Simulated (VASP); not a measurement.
# Pd2Br (Pnnm) in VASP: notebook

Pd2Br is run at these levels: PBE; tasks: single point, relaxation of cell and atoms.

Program: VASP 6.6.1. These are calculated values, not measurements. Logs are shortened: lines on timing, memory, paths and dates and some standing lists are left out, and cuts for length are marked.

### Step 1. The cell of the first run

The structure is orthorhombic, space group Pnnm (No. 58). Conventional cell: a = 3.785 Å, b = 8.506 Å, c = 3.646 Å, α = 90.00°, β = 90.00°, γ = 90.00°. Within 3.5 Å of Pd (site symmetry m) lie 3 Br at 2.64 to 2.74 Å and 4 Pd at 2.73 Å. Br (site symmetry 2/m) has 6 Pd at 2.64 to 2.74 Å within 3.5 Å.

### Step 2. Single point, PBE

The input, INCAR:

```
SYSTEM = Pd2Br
PREC = Accurate ; ENCUT = 520
EDIFF = 1E-6 ; ISMEAR = 0
SIGMA = 0.1 ; LREAL = .FALSE.
LASPH = .TRUE. ; NELM = 100
ALGO = Normal ; ISIF = 2
LWAVE = .FALSE. ; LCHARG = .TRUE.
GGA = PE ; LELF = .TRUE.
LVHAR = .TRUE. ; NBANDS = 36
```

The input, KPOINTS:

```
Automatic mesh
0
G
  4 4 4
  0 0 0
```

The input, POSCAR:

```
Pd2Br
1.0
    3.7854117490      0.0000000000      0.0000000000
    0.0000000000      8.5062844697      0.0000000000
    0.0000000000      0.0000000000      3.6456089906
Pd Br
4 2
Direct
    0.2772840207      0.7940319525      0.5000000000
    0.7772840207      0.7059680475      0.0000000000
    0.7227159793      0.2059680475      0.5000000000
    0.2227159793      0.2940319525      0.0000000000
    0.5000000000      0.5000000000      0.5000000000
    0.0000000000      0.0000000000      0.0000000000
```

Potentials or basis: VASP PAW PBE potentials, release 64 (Pd, Br).

Run with:

```bash
> cat potpaw_PBE.64/Pd/POTCAR potpaw_PBE.64/Br/POTCAR > POTCAR
> mpirun -np 1 vasp_std > vasp.out
```

OUTCAR:

```text
SYSTEM = Pd2Br
   PREC = Accurate
   ENCUT = 520
   EDIFF = 1E-6
   ISMEAR = 0
   LREAL = .FALSE.
   LASPH = .TRUE.
   NELM = 100
   ISIF = 2
   GGA = PE

 ion  position               nearest neighbor table
   1  0.277  0.794  0.500-   5 2.64   2 2.73   2 2.73   2 2.73   2 2.73   6 2.74   6 2.74
   2  0.777  0.706  0.000-   6 2.64   1 2.73   1 2.73   1 2.73   1 2.73   5 2.74   5 2.74
   3  0.723  0.206  0.500-   5 2.64   4 2.73   4 2.73   4 2.73   4 2.73   6 2.74   6 2.74
   4  0.223  0.294  0.000-   6 2.64   3 2.73   3 2.73   3 2.73   3 2.73   5 2.74   5 2.74
   5  0.500  0.500  0.500-   1 2.64   3 2.64   2 2.74   4 2.74   2 2.74   4 2.74
   6  0.000  0.000  0.000-   2 2.64   4 2.64   3 2.74   1 2.74   1 2.74   3 2.74

  LATTYP: Found a simple orthorhombic cell.
 ALAT       =     3.6456089906
 B/A-ratio  =     1.0383482592
 C/A-ratio  =     2.3332958887

  Lattice vectors:

 A1 = (   0.0000000000,   0.0000000000,   3.6456089906)
 A2 = (   3.7854117490,   0.0000000000,   0.0000000000)
 A3 = (   0.0000000000,   8.5062844697,   0.0000000000)

Analysis of symmetry for initial positions (statically):
=====================================================================
 Subroutine PRICEL returns:
 Original cell was already a primitive cell.

 Routine SETGRP: Setting up the symmetry group for a
 simple orthorhombic supercell.

 Subroutine GETGRP returns: Found  8 space group operations
 (whereof  4 operations were pure point group operations)
 out of a pool of  8 trial point group operations.

The static configuration has the point symmetry C_2h.
 The point group associated with its full space group is D_2h.

Analysis of symmetry for dynamics (positions and initial velocities):
=====================================================================
 Subroutine PRICEL returns:
 Original cell was already a primitive cell.

 Routine SETGRP: Setting up the symmetry group for a
 simple orthorhombic supercell.

 Subroutine GETGRP returns: Found  8 space group operations
 (whereof  4 operations were pure point group operations)
 out of a pool of  8 trial point group operations.

The dynamic configuration has the point symmetry C_2h.
 The point group associated with its full space group is D_2h.

 Subroutine INISYM returns: Found  8 space group operations
 (whereof  4 operations are pure point group operations),
 and found     1 'primitive' translations

[... 105 lines left out ...]
   NSW    =      0    number of steps for IOM
   IBRION =     -1    ionic relax: 0-MD 1-quasi-New 2-CG
   NFREE  =      0    steps in history (QN), initial steepest desc. (CG)
   ISIF   =      2    stress and relaxation
   ISYM   =      2    0-nonsym 1-usesym 2-fastsym
   POTIM  = 0.5000    time-step for ionic-motion
   TEBEG  =    0.0;   TEEND  =   0.0 temperature during run
   PSTRESS=    0.0 pullay stress
   NELECT =      54.0000    total number of electrons
   NUPDOWN=      -1.0000    fix difference up-down
   EMIN   =  10.00;   EMAX   =-10.00  energy-range for DOS
   EFERMI =   0.00;   METHOD = LEGACY
   ISMEAR =     0;   SIGMA  =   0.10  broadening in eV -4-tet -1-fermi 0-gaus
   EFERMI_NEDOS =   21; number of points for ismear=-14 and -15
   IALGO  =     38    algorithm
   IMIX   =      4    mixing-type and parameters
     AMIX     =   0.40;   BMIX     =  1.00
     AMIX_MAG =   1.60;   BMIX_MAG =  1.00
  volume/ion in A,a.u.               =      19.56       132.03
  Fermi-wavevector in a.u.,A,eV,Ry     =   1.263761  2.388163 21.729764  1.597093
  Thomas-Fermi vector in A             =   2.397101
   LORBIT       =      0    0 simple, 1 ext, 2 COOP (PROOUT), +10 PAW based schemes
   GGA     = PE    functional components
   LHFCALC =     F    Hartree Fock is set to
   AEXX    =    0.0000 exact exchange contribution
   IVDW    =     0    specifies the selected vdW correction
   LEPSILON=     F    determine dielectric tensor
   LRPA    =     F    only Hartree local field effects (RPA)
 non-spin polarized calculation
 Gauss-broadening in eV      SIGMA  =   0.10
  energy-cutoff  :      520.00
  volume of cell :      117.39
 maximum number of plane-waves:      3192
   NGX = 15   NGY = 31   NGZ = 13

 number of electron      54.0000021 magnetization

 Free energy of the ion-electron system (eV)
  ---------------------------------------------------
  ext. energy  EPLUGINS =         0.00000000
  ---------------------------------------------------
  free energy    TOTEN  =       -22.86101296 eV

  energy without entropy =      -22.83060897  energy(sigma->0) =      -22.84581096

 E-fermi :   6.2668     XC(G=0): -11.0537

 val. band max:        6.2627851674   @ k =   0.0000   0.2500   0.5000
 cond. band min:       6.3085026369   @ k =   0.5000   0.0000   0.0000
 fundamental gap:      0.0457174695
 Fermi energy:         6.2667523462

 k-point     1 :       0.0000    0.0000    0.0000
  band No.  band energies     occupation
      1     -10.2728      2.00000
      2     -10.0707      2.00000
      3      -0.8170      2.00000
      4       0.5345      2.00000
      5       1.4381      2.00000
      6       1.5484      2.00000
[... 925 lines left out ...]
     35      12.5599      0.00000
     36      12.5599      0.00000

 [... further k-points ...]

------------------------ aborting loop because EDIFF is reached ----------------------------------------

  FORCE on cell =-STRESS in cart. coord.  units (eV):
  Direction    XX          YY          ZZ          XY          YZ          ZX
  --------------------------------------------------------------------------------------
  -------------------------------------------------------------------------------------
  Total       -0.1463142     -0.0413663     -0.1987723      0.0000000      0.0000000      0.0000000
  in kB       -1.9969811     -0.5645919     -2.7129592      0.0000000      0.0000000      0.0000000
  external PRESSURE =      -1.7581774 kB  Pullay stress =       0.0000000 kB

 VOLUME and BASIS-vectors are now :
 -----------------------------------------------------------------------------
  energy-cutoff  :      520.00
  volume of cell :      117.39
      direct lattice vectors                 reciprocal lattice vectors
     3.785411749  0.000000000  0.000000000     0.264172055  0.000000000  0.000000000
     0.000000000  8.506284470  0.000000000     0.000000000  0.117560141  0.000000000
     0.000000000  0.000000000  3.645608991     0.000000000  0.000000000  0.274302593

 POSITION                                       TOTAL-FORCE (eV/Angst)
 -----------------------------------------------------------------------------------
      1.04963      6.75426      1.82280        -0.000876     -0.010258     -0.000000
      2.94234      6.00517      0.00000        -0.000876      0.010258     -0.000000
      2.73578      1.75202      1.82280         0.000876      0.010258      0.000000
      0.84307      2.50112      0.00000         0.000876     -0.010258      0.000000
      1.89271      4.25314      1.82280         0.000000      0.000000      0.000000
      0.00000      0.00000      0.00000         0.000000      0.000000      0.000000
 -----------------------------------------------------------------------------------
    total drift:                                0.000000     -0.000000      0.000000

  FREE ENERGIE OF THE ION-ELECTRON SYSTEM (eV)
  ---------------------------------------------------
  free  energy   TOTEN  =       -22.8610129584 eV

  energy  without entropy=      -22.8306089693  energy(sigma->0) =      -22.84581096
```

OSZICAR:

```text
N       E                     dE             d eps       ncg     rms          rms(c)
DAV:   1     0.343417628588E+03    0.34342E+03   -0.26345E+04  1944   0.140E+03
DAV:   2    -0.560707696865E+01   -0.34902E+03   -0.33341E+03  2152   0.305E+02
DAV:   3    -0.229404970349E+02   -0.17333E+02   -0.16902E+02  2260   0.637E+01
DAV:   4    -0.231629869889E+02   -0.22249E+00   -0.22202E+00  2120   0.771E+00
DAV:   5    -0.231658993571E+02   -0.29124E-02   -0.29122E-02  2124   0.909E-01    0.154E+01
DAV:   6    -0.228931997594E+02    0.27270E+00   -0.38108E-01  2124   0.317E+00    0.908E+00
DAV:   7    -0.228697772426E+02    0.23423E-01   -0.23247E-01  2100   0.227E+00    0.129E+00
DAV:   8    -0.228611899011E+02    0.85873E-02   -0.31340E-02  2064   0.912E-01    0.297E-01
DAV:   9    -0.228610678223E+02    0.12208E-03   -0.49597E-03  2092   0.447E-01    0.117E-01
DAV:  10    -0.228610051989E+02    0.62623E-04   -0.25998E-04  2104   0.984E-02    0.611E-02
DAV:  11    -0.228610119684E+02   -0.67695E-05   -0.23746E-05  2100   0.290E-02    0.934E-03
DAV:  12    -0.228610131635E+02   -0.11951E-05   -0.48318E-06  2076   0.128E-02    0.775E-03
DAV:  13    -0.228610129584E+02    0.20512E-06   -0.77179E-07  1128   0.523E-03
   1 F= -.22861013E+02 E0= -.22845811E+02  d E =-.304040E-01
```

stdout:

```text
POSCAR found type information on POSCAR PdBr
 POSCAR found :  2 types and       6 ions
 scaLAPACK will be used
 LDA part: xc-table for (Slater+PW92), standard interpolation
 POSCAR, INCAR and KPOINTS ok, starting setup
 FFT: planning ... GRIDC
 FFT: planning ... GRID_SOFT
 FFT: planning ... GRID
 WAVECAR not read
 entering main loop
```

It took 45 s on 1 thread of Intel Xeon 6975P-C (Granite Rapids), shared host; peak memory 0.26 GiB.

What came out:

```
Free energy            : -22.8610 eV
Pressure               : -0.2 GPa
Largest force          : 0.010 eV/Å
Band gap on the k mesh : zero (bands 27 and 28 overlap by 1.18 eV)
```

Forces on the atoms (eV/Å):
```
Pd  -0.001 -0.010  0.000
Pd  -0.001  0.010  0.000
Pd   0.001  0.010  0.000
Pd   0.001 -0.010  0.000
Br   0.000  0.000  0.000
Br   0.000  0.000  0.000
```

Caveat: the k points lie up to 0.43 Å⁻¹ apart, too coarse for converged energies and pressures of a metal.

### Step 3. Relaxation of cell and atoms, PBE

This run uses another cell than the first one, of 20.41 Å³/atom.

The input, INCAR:

```
SYSTEM = Pd2Br
ALGO = Normal
EDIFF = 1E-6
EDIFFG = -0.04
ENCUT = 600
GGA = PE
IBRION = 2
ISIF = 3
ISMEAR = 0
LASPH = .True.
LCHARG = .False.
LREAL = .False.
LWAVE = .False.
NELM = 100
NSW = 90
PREC = Accurate
SIGMA = 0.1
```

The input, KPOINTS:

```
k-points
0
Gamma
  4 4 4
  0 0 0
```

The input, POSCAR:

```
Pd2Br
1.0
    5.6102520985      0.0000000000      0.0000000000
    0.0000000000      5.7810770822      0.0000000000
    0.0000000000      0.0000000000      3.7761312201
Pd Br
4 2
Direct
    0.2250000000      0.8250000000      0.5000000000
    0.7250000000      0.6750000000      0.0000000000
    0.7750000000      0.1750000000      0.5000000000
    0.2750000000      0.3250000000      0.0000000000
    0.5000000000      0.5000000000      0.5000000000
    0.0000000000      0.0000000000      0.0000000000
```

Potentials or basis: VASP PAW PBE potentials, release 64 (Pd, Br).

Run with:

```bash
> cat potpaw_PBE.64/Pd/POTCAR potpaw_PBE.64/Br/POTCAR > POTCAR
> mpirun -np 1 vasp_std > vasp.out
```

It took 24 min on 1 thread of Intel Xeon 6975P-C (Granite Rapids), shared host; peak memory 0.33 GiB.

It converged, with:

```
Free energy                           : -22.8171 eV
Relaxed volume                        : 19.59 Å³/atom
Relaxed cell                          : a = 3.766 Å, b = 8.481 Å, c = 3.680 Å, α = 90.00°, β = 90.00°, γ = 90.00°
Space group after relaxing (to 0.1 Å) : Pnnm (No. 58)
Energy gained by relaxing             : 391.5 meV/atom
Ionic steps                           : 42
Pressure after relaxing               : -0.1 GPa
Largest force after relaxing          : 0.036 eV/Å
Band gap on the k mesh                : zero (bands 27 and 28 overlap by 1.05 eV)
```

Forces in eV/Å, atoms in the order of the input:
```
Pd   0.029 -0.021  0.000
Pd   0.029  0.021  0.000
Pd  -0.029  0.021  0.000
Pd  -0.029 -0.021  0.000
Br   0.000  0.000  0.000
Br   0.000  0.000  0.000
```

Stress tensor (GPa, compression positive):
```
-0.20  0.00  0.00
 0.00  0.10  0.00
 0.00  0.00 -0.31
```

Step by step:
```
step  energy change (eV)  largest force (eV/Å)  pressure (GPa)  volume (Å³)
   1              0.0000                0.2235            7.98       122.47
   3             -0.3276                0.2432           -0.36       135.87
   5             -0.5363                0.4269           -0.74       134.76
   7             -0.8019                1.6772            3.81       123.20
   9             -1.1078                0.3388            0.26       127.09
  11             -1.1616                0.2753           -0.20       127.57
  13             -1.2712                0.7910            0.08       125.79
  15             -1.5001                1.3047           -0.31       119.81
  17             -1.7236                0.7436           -1.98       119.98
  19             -1.9355                0.3673           -2.99       114.27
  21             -2.0151                0.3730            1.12       108.41
  23             -2.0950                0.0627            0.95       108.84
  25             -2.1271                0.1236            0.75       111.07
  27             -2.1591                0.0219           -1.92       115.67
  29             -2.3103                0.0598            1.64       113.55
  31             -2.3201                0.0560            1.47       115.08
  33             -2.3332                0.0321            0.32       116.25
  35             -2.3375                0.0458           -0.15       116.90
  37             -2.3386                0.0517            0.67       116.18
  39             -2.3451                0.0504           -0.08       117.07
  41             -2.3466                0.0473           -0.31       117.54
  42             -2.3490                0.0357           -0.14       117.53
```

Final structure:
```cif
data_structure
_symmetry_space_group_name_H-M 'P 1'
_symmetry_Int_Tables_number 1
_cell_length_a 3.7657
_cell_length_b 8.4808
_cell_length_c 3.6802
_cell_angle_alpha 90.000
_cell_angle_beta 90.000
_cell_angle_gamma 90.000
_cell_volume 117.53
loop_
_atom_site_label
_atom_site_type_symbol
_atom_site_fract_x
_atom_site_fract_y
_atom_site_fract_z
_atom_site_occupancy
Pd1 Pd 0.25019 0.79448 0.50000 1
Pd2 Pd 0.75019 0.70552 0.00000 1
Pd3 Pd 0.74981 0.20552 0.50000 1
Pd4 Pd 0.24981 0.29448 0.00000 1
Br1 Br 0.50000 0.50000 0.50000 1
Br2 Br 0.00000 0.00000 0.00000 1
```

Levels at points of the mesh, in eV from the Fermi level:
| k point | band 22 | band 23 | band 24 | band 25 | band 26 | band 27 | band 28 | band 29 | band 30 | band 31 |
| --- | --- | --- | --- | --- | --- | --- | --- | --- | --- | --- |
| (0.00, 0.00, 0.00) | -1.21 | -1.05 | -0.32 | -0.29 | -0.05 | 0.14 | 0.21 | 0.29 | 2.31 | 3.79 |
| (0.50, 0.00, 0.00) | -1.09 | -1.08 | -1.08 | -0.69 | -0.69 | 0.16 | 0.16 | 1.43 | 1.43 | 2.60 |
| (0.00, 0.50, 0.00) | -1.24 | -0.76 | -0.76 | -0.45 | -0.45 | 0.30 | 0.30 | 0.97 | 0.97 | 4.22 |
| (0.50, 0.50, 0.00) | -1.15 | -1.10 | -1.10 | -0.79 | -0.79 | 0.16 | 0.16 | 0.67 | 0.67 | 3.85 |
| (0.00, 0.00, 0.50) | -1.02 | -0.86 | -0.86 | -0.71 | -0.71 | -0.19 | -0.19 | 2.11 | 2.11 | 3.16 |
| (0.50, 0.00, 0.50) | -1.35 | -1.33 | -1.33 | -0.96 | -0.96 | 0.64 | 0.64 | 1.84 | 1.84 | 3.39 |
| (0.00, 0.50, 0.50) | -1.22 | -0.90 | -0.90 | -0.79 | -0.79 | 0.22 | 0.22 | 1.01 | 1.01 | 4.88 |
| (0.50, 0.50, 0.50) | -1.35 | -1.35 | -1.35 | -0.79 | -0.79 | 0.01 | 0.01 | 2.92 | 2.92 | 3.26 |

Caveat: the k points lie up to 0.43 Å⁻¹ apart in the final cell, too coarse for converged energies and pressures of a metal; a cell axis changed by over 15 % at a fixed basis, so the end point is rough.

### Step 4. Single point, PBE

This run uses another cell than the first one, of 19.90 Å³/atom.

The input, INCAR:

```
SYSTEM = Pd2Br
  PREC = Accurate
  ENCUT = 520
  EDIFF = 1E-6
  ISMEAR = 0
  SIGMA = 0.1
  LREAL = .False.
  LASPH = .True.
  NELM = 80
  ALGO = Normal
  ISIF = 2
  LWAVE = .False.
  LCHARG = .False.
  GGA = PE
  NBANDS = 36
```

The input, KPOINTS:

```
Automatic mesh
0
Gamma
  10 6 10
  0 0 0
```

The input, POSCAR:

```
Pd2Br
1.0
    3.8238768742      0.0000000000      0.0000000000
    0.0000000000      8.5910406174      0.0000000000
    0.0000000000      0.0000000000      3.6346680914
Pd Br
4 2
Direct
    0.2869322824      0.7854916468      0.5000000000
    0.7869322824      0.7145083532      0.0000000000
    0.7130677176      0.2145083532      0.5000000000
    0.2130677176      0.2854916468      0.0000000000
    0.5000000000      0.5000000000      0.5000000000
    0.0000000000      0.0000000000      0.0000000000
```

Run with:

```bash
> cat potpaw_PBE.64/Pd/POTCAR potpaw_PBE.64/Br/POTCAR > POTCAR
> mpirun -np 1 vasp_std > vasp.out
```

Wall time 3.4 min (1 thread of Intel Xeon 6975P-C (Granite Rapids), shared host); peak memory 0.56 GiB.

Results (log left out):

```yaml
Free_energy: -22.8652 eV
Pressure: 0.0 GPa
Largest_force: 0.005 eV/Å
Band_gap_on_the_k_mesh: zero (bands 27 and 28 overlap by 1.25 eV)
```

Forces in eV/Å, atoms in the order of the input:
```
Pd  -0.002  0.005  0.000
Pd  -0.002 -0.005  0.000
Pd   0.002 -0.005  0.000
Pd   0.002  0.005  0.000
Br   0.000  0.000  0.000
Br   0.000  0.000  0.000
```

Stress tensor (GPa, compression positive):
```
-0.09  0.00  0.00
 0.00  0.04  0.00
 0.00  0.00 -0.11
```

Levels at points of the mesh, in eV from the Fermi level:
```
           k point  band 23  band 24  band 25  band 26  band 27  band 28  band 29  band 30  band 31  band 32
(0.00, 0.00, 0.00)    -0.74    -0.29    -0.19     0.03     0.28     0.44     0.52     2.41     4.00     5.58
(0.50, 0.00, 0.00)    -1.08    -1.08    -0.73    -0.73    -0.12    -0.12     1.55     1.55     2.69     2.69
(0.00, 0.50, 0.00)    -0.86    -0.86    -0.27    -0.27     0.52     0.52     1.08     1.08     4.29     4.29
(0.50, 0.50, 0.00)    -1.11    -1.11    -0.81    -0.81    -0.11    -0.11     0.65     0.65     3.98     3.98
(0.00, 0.00, 0.50)    -0.94    -0.94    -0.78    -0.78    -0.19    -0.19     2.14     2.14     3.09     3.09
(0.50, 0.00, 0.50)    -1.25    -1.25    -0.96    -0.96     0.87     0.87     1.88     1.88     3.41     3.41
(0.00, 0.50, 0.50)    -0.95    -0.95    -0.89    -0.89     0.12     0.12     1.06     1.06     4.70     4.70
(0.50, 0.50, 0.50)    -1.25    -1.25    -0.73    -0.73     0.19     0.19     2.99     2.99     3.16     3.16
```

### Step 5. The runs side by side

| task | cell | k mesh | cutoff (eV) | gap on the mesh (eV) | pressure (GPa) | largest force (eV/Å) |
| --- | --- | --- | --- | --- | --- | --- |
| single point | a = 3.785, b = 8.506, c = 3.646 Å, 6 atoms, atomic positions A | 4 × 4 × 4 | 520 | none | -0.2 | 0.01 |
| relaxation of cell and atoms | relaxed from a = 5.610, b = 5.781, c = 3.776 Å, 6 atoms, atomic positions B | 4 × 4 × 4 | 600 | none | -0.1 | 0.04 |
| single point | a = 3.824, b = 8.591, c = 3.635 Å, 6 atoms, atomic positions C | 10 × 6 × 10 | 520 | none | 0.0 | 0.01 |

Alike in all rows: level PBE; potentials or basis VASP PAW PBE potentials, release 64 (Pd, Br); no spin polarisation; smearing gaussian 0.1 eV.

Caveats: some runs use coarse meshes; a cell axis changed by over 15 % at a fixed basis, so the end point is rough (at least some runs).

Absolute energies hang on the potentials; compare differences alone.
